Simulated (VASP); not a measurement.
# ZnCu (Pm-3m) in VASP: notebook, part 2 of 2

VASP 6.6.1.

## 3. Single point, LDA

This run uses another cell than the first one, of 13.09 Å³/atom, 1.025 times its volume.

INCAR

```
SYSTEM = ZnCu
PREC     = Accurate       ! precision mode
ENCUT    = 520            ! plane-wave cutoff, eV
EDIFF    = 1E-7           ! SCF threshold, eV
ISMEAR   = 1              ! smearing method
SIGMA    = 0.15           ! smearing width, eV
LREAL    = .FALSE.        ! projectors in reciprocal space
LASPH    = .TRUE.         ! aspherical terms in the spheres
NELM     = 100            ! most SCF steps
ALGO     = Normal         ! electronic algorithm
ISIF     = 2              ! what is computed and relaxed
LWAVE    = .FALSE.        ! write WAVECAR
LCHARG   = .TRUE.         ! write CHGCAR
GGA      = CA             ! functional
LELF     = .TRUE.         ! ELF
LVHAR    = .TRUE.       
NBANDS   = 18             ! bands
```

KPOINTS

```
Automatic mesh
0
G
  8 8 8
  0 0 0
```

POSCAR

```
ZnCu
1.0
    2.9693399468      0.0000000000      0.0000000000
    0.0000000000      2.9693399468      0.0000000000
    0.0000000000      0.0000000000      2.9693399468
Zn Cu
1 1
Direct
    0.5000000000      0.5000000000      0.5000000000
    0.0000000000      0.0000000000      0.0000000000
```

Potentials or basis: VASP PAW LDA potentials, release 64 (Zn, Cu).

Run with:

```bash
cat potpaw_LDA.64/Zn/POTCAR potpaw_LDA.64/Cu/POTCAR > POTCAR
mpirun -np 1 vasp_std > vasp.out
```

Wall time 24 s (1 thread of Intel Xeon 8259CL, shared host); peak memory 0.14 GiB.

Results (log left out):

```
Free energy : -6.7120 eV
Pressure    : -11.1 GPa
```

Levels at points of the mesh, in eV from the Fermi level:
| k point | band 9 | band 10 | band 11 | band 12 | band 13 | band 14 |
| --- | --- | --- | --- | --- | --- | --- |
| (0.00, 0.00, 0.00) | -2.46 | -2.46 | -2.46 | 6.34 | 6.34 | 6.34 |
| (0.50, 0.00, 0.00) | -2.99 | -2.99 | -2.53 | -1.75 | 11.67 | 11.67 |
| (0.50, 0.50, 0.00) | -2.61 | -2.22 | -1.53 | -1.53 | 1.86 | 2.24 |
| (0.50, 0.50, 0.50) | -2.20 | -2.20 | 3.78 | 4.57 | 4.57 | 4.57 |

## 4. Single point, LDA

This run uses another cell than the first one, of 13.41 Å³/atom, 1.050 times its volume.

INCAR

```
SYSTEM = ZnCu
ALGO = Normal ; EDIFF = 1E-6
ENCUT = 520 ; GGA = CA
ISIF = 2 ; ISMEAR = 1
LASPH = .True. ; LCHARG = .True.
LELF = .True. ; LREAL = .False.
LVHAR = .True. ; LWAVE = .False.
NBANDS = 18 ; NELM = 60
PREC = Accurate ; SIGMA = 0.15
```

KPOINTS

```
k-points
0
Gamma
  8 8 8
  0 0 0
```

POSCAR

```
ZnCu
1.0
    2.9932872708      0.0000000000      0.0000000000
    0.0000000000      2.9932872708      0.0000000000
    0.0000000000      0.0000000000      2.9932872708
Zn Cu
1 1
Direct
    0.5000000000      0.5000000000      0.5000000000
    0.0000000000      0.0000000000      0.0000000000
```

Run with:

```bash
cat potpaw_LDA.64/Zn/POTCAR potpaw_LDA.64/Cu/POTCAR > POTCAR
mpirun -np 1 vasp_std > vasp.out
```

Wall time 18 s (1 thread of Intel Xeon 8259CL, shared host); peak memory 0.13 GiB.

The run converged. Its results:

```yaml
Free_energy: -6.6636 eV
Pressure: -13.2 GPa
```

Levels at points of the mesh, in eV from the Fermi level:
| k point | band 9 | band 10 | band 11 | band 12 | band 13 | band 14 |
| --- | --- | --- | --- | --- | --- | --- |
| (0.00, 0.00, 0.00) | -2.42 | -2.42 | -2.42 | 6.26 | 6.26 | 6.26 |
| (0.50, 0.00, 0.00) | -2.92 | -2.92 | -2.48 | -1.72 | 11.47 | 11.47 |
| (0.50, 0.50, 0.00) | -2.56 | -2.18 | -1.45 | -1.45 | 1.76 | 2.15 |
| (0.50, 0.50, 0.50) | -2.16 | -2.16 | 3.62 | 4.52 | 4.52 | 4.52 |

## 5. Single point, LDA

This run uses another cell than the first one, of 13.73 Å³/atom, 1.075 times its volume.

INCAR

```
SYSTEM = ZnCu
PREC = Accurate
ENCUT = 520
EDIFF = 1E-6
ISMEAR = 1
SIGMA = 0.15
LREAL = .FALSE.
LASPH = .TRUE.
NELM = 60
ALGO = Normal
ISIF = 2
LWAVE = .FALSE.
LCHARG = .FALSE.
NBANDS = 18
```

KPOINTS

```
Automatic mesh
0
G
  8 8 8
  0 0 0
```

POSCAR

```
ZnCu
1.0
    3.0168574324      0.0000000000      0.0000000000
    0.0000000000      3.0168574324      0.0000000000
    0.0000000000      0.0000000000      3.0168574324
Zn Cu
1 1
Direct
    0.5000000000      0.5000000000      0.5000000000
    0.0000000000      0.0000000000      0.0000000000
```

Run with:

```bash
cat potpaw_LDA.64/Zn/POTCAR potpaw_LDA.64/Cu/POTCAR > POTCAR
mpirun -np 1 vasp_std > vasp.out
```

It took 22 s on 1 thread of Intel Xeon 8259CL, shared host; peak memory 0.14 GiB.

The run converged. Its results:

```yaml
Free_energy: -6.6076 eV
Pressure: -14.9 GPa
```

Levels at points of the mesh, in eV from the Fermi level:
```
           k point  band 9  band 10  band 11  band 12  band 13  band 14
(0.00, 0.00, 0.00)   -2.37    -2.37    -2.37     6.18     6.18     6.18
(0.50, 0.00, 0.00)   -2.85    -2.85    -2.43    -1.70    11.28    11.28
(0.50, 0.50, 0.00)   -2.52    -2.14    -1.38    -1.38     1.67     2.07
(0.50, 0.50, 0.50)   -2.12    -2.12     3.46     4.48     4.48     4.48
```

## 6. Single point, LDA

This run uses another cell than the first one, of 14.05 Å³/atom, 1.100 times its volume.

INCAR

```
ALGO = Normal
EDIFF = 1E-6
ENCUT = 520
ISIF = 2
ISMEAR = 1
LASPH = True
LCHARG = False
LREAL = False
LWAVE = False
NBANDS = 18
NELM = 100
PREC = Accurate
SIGMA = 0.15
```

KPOINTS

```
k-points
0
Gamma
  8 8 8
```

POSCAR

```
ZnCu
1.0
    3.0400649400      0.0000000000      0.0000000000
    0.0000000000      3.0400649400      0.0000000000
    0.0000000000      0.0000000000      3.0400649400
Zn Cu
1 1
Direct
    0.5000000000      0.5000000000      0.5000000000
    0.0000000000      0.0000000000      0.0000000000
```

Potentials or basis: VASP PAW LDA potentials, release 64 (Zn, Cu).

Run with:

```bash
cat potpaw_LDA.64/Zn/POTCAR potpaw_LDA.64/Cu/POTCAR > POTCAR
mpirun -np 1 vasp_std > vasp.out
```

OUTCAR:

```text
EDIFF = 1E-6
   ENCUT = 520
   ISIF = 2
   ISMEAR = 1
   LASPH = True
   LREAL = False
   NELM = 100
   PREC = Accurate

 ion  position               nearest neighbor table
   1  0.500  0.500  0.500-   2 2.63   2 2.63   2 2.63   2 2.63   2 2.63   2 2.63   2 2.63   2 2.63

   2  0.000  0.000  0.000-   1 2.63   1 2.63   1 2.63   1 2.63   1 2.63   1 2.63   1 2.63   1 2.63

  LATTYP: Found a simple cubic cell.
 ALAT       =     3.0400649400

  Lattice vectors:

 A1 = (   3.0400649400,   0.0000000000,   0.0000000000)
 A2 = (   0.0000000000,   3.0400649400,   0.0000000000)
 A3 = (   0.0000000000,   0.0000000000,   3.0400649400)

Analysis of symmetry for initial positions (statically):
=====================================================================
 Subroutine PRICEL returns:
 Original cell was already a primitive cell.

 Routine SETGRP: Setting up the symmetry group for a
 simple cubic supercell.

 Subroutine GETGRP returns: Found 48 space group operations
[... 154 lines left out ...]
   NGX = 11   NGY = 11   NGZ = 11

 number of electron      23.0000000 magnetization

 Free energy of the ion-electron system (eV)
  ---------------------------------------------------
  ext. energy  EPLUGINS =         0.00000000
  ---------------------------------------------------
  free energy    TOTEN  =        -6.54519566 eV

  energy without entropy =       -6.54745599  energy(sigma->0) =       -6.54594911

 E-fermi :   4.1525     XC(G=0): -12.2290

 val. band max:        4.0435885938   @ k =   0.3750   0.2500   0.1250
 cond. band min:       4.3757703757   @ k =   0.3750   0.3750   0.1250
 fundamental gap:      0.3321817819
 Fermi energy:         4.1524671289

 k-point     1 :       0.0000    0.0000    0.0000
  band No.  band energies     occupation
      1      -5.1970      2.00000
      2      -3.1952      2.00000
      3      -3.1952      2.00000
      4      -2.6512      2.00000
      5      -2.6512      2.00000
      6      -2.6512      2.00000
[... 481 lines left out ...]
      5      -2.4947      2.00000
      6      -0.0601      2.00000
[... 10 lines left out ...]
     17      18.1499      0.00000
     18      18.9162      0.00000

 [... further k-points ...]
[... 5 lines left out ...]
  --------------------------------------------------------------------------------------
  -------------------------------------------------------------------------------------
  Total       -2.8756516     -2.8756516     -2.8756516     -0.0000000     -0.0000000     -0.0000000
  in kB     -163.9827909   -163.9827909   -163.9827909     -0.0000000     -0.0000000     -0.0000000
  external PRESSURE =    -163.9827909 kB  Pullay stress =       0.0000000 kB

 VOLUME and BASIS-vectors are now :
 -----------------------------------------------------------------------------
  energy-cutoff  :      520.00
  volume of cell :       28.10
      direct lattice vectors                 reciprocal lattice vectors
     3.040064940  0.000000000  0.000000000     0.328940342  0.000000000  0.000000000
     0.000000000  3.040064940  0.000000000     0.000000000  0.328940342  0.000000000
     0.000000000  0.000000000  3.040064940     0.000000000  0.000000000  0.328940342

 POSITION                                       TOTAL-FORCE (eV/Angst)
 -----------------------------------------------------------------------------------
      1.52003      1.52003      1.52003         0.000000      0.000000      0.000000
      0.00000      0.00000      0.00000         0.000000      0.000000      0.000000
 -----------------------------------------------------------------------------------
    total drift:                                0.000000      0.000000     -0.000000

  FREE ENERGIE OF THE ION-ELECTRON SYSTEM (eV)
  ---------------------------------------------------
  free  energy   TOTEN  =        -6.5451956625 eV

  energy  without entropy=       -6.5474559919  energy(sigma->0) =       -6.54594911
```

stdout:

```text
POSCAR found type information on POSCAR ZnCu
 POSCAR found :  2 types and       2 ions
 scaLAPACK will be used
 LDA part: xc-table for (Slater(with rela. corr.)+CA(PZ))
 , standard interpolation
 POSCAR, INCAR and KPOINTS ok, starting setup
 FFT: planning ... GRIDC
 FFT: planning ... GRID_SOFT
 FFT: planning ... GRID
 WAVECAR not read
 entering main loop
```

Run time: 20 s. Hardware: 1 thread of Intel Xeon 8259CL, shared host; peak memory 0.14 GiB.

Results:

```
Free energy : -6.5452 eV
Pressure    : -16.4 GPa
```

## 7. Summary

```tsv
cell	gap on the mesh (eV)	pressure (GPa)
a = 2.945 Å, 2 atoms	none	-8.6
a = 2.969 Å, 2 atoms	none	-11.1
a = 2.993 Å, 2 atoms	none	-13.2
a = 3.017 Å, 2 atoms	none	-14.9
a = 3.040 Å, 2 atoms	none	-16.4
```

Alike in all rows: task single point; level LDA; potentials or basis VASP PAW LDA potentials, release 64 (Zn, Cu); no spin polarisation; k mesh 8 × 8 × 8; cutoff (eV) 520; smearing methfessel-paxton 0.15 eV.

Absolute energies hang on the potentials; compare differences alone.
